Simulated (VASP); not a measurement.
Input of a VASP 6.6.1 run:

The input INCAR:

```
ALGO = Normal
EDIFF = 1E-7
ENCUT = 520
GGA = CA
ISIF = 2
ISMEAR = -1
LASPH = True
LCHARG = False
LREAL = False
LWAVE = False
NBANDS = 24
NELM = 100
PREC = Accurate
SIGMA = 0.15
```

The input KPOINTS:

```
k-points
0
Gamma
  12 12 12
```

POSCAR

```
LiGa
1.0
    0.0000000000      3.0071942276      3.0071942276
    3.0071942276      0.0000000000      3.0071942276
    3.0071942276      3.0071942276      0.0000000000
Li Ga
2 2
Direct
    0.0000000000      0.0000000000      0.0000000000
    0.2500000000      0.2500000000      0.2500000000
    0.5000000000      0.5000000000      0.5000000000
    0.7500000000      0.7500000000      0.7500000000
```

Potentials or basis: VASP PAW LDA potentials, release 64 (Li_sv, Ga_d).

Command:

```bash
$ cat potpaw_LDA.64/Li_sv/POTCAR potpaw_LDA.64/Ga_d/POTCAR > POTCAR
$ mpirun -np 1 vasp_std > vasp.out
```

(1) Predict the band gap on the k mesh.

## Answers

(1) zero (band 16 reaches 6.53 eV, above the bottom of band 17 at 6.16 eV).
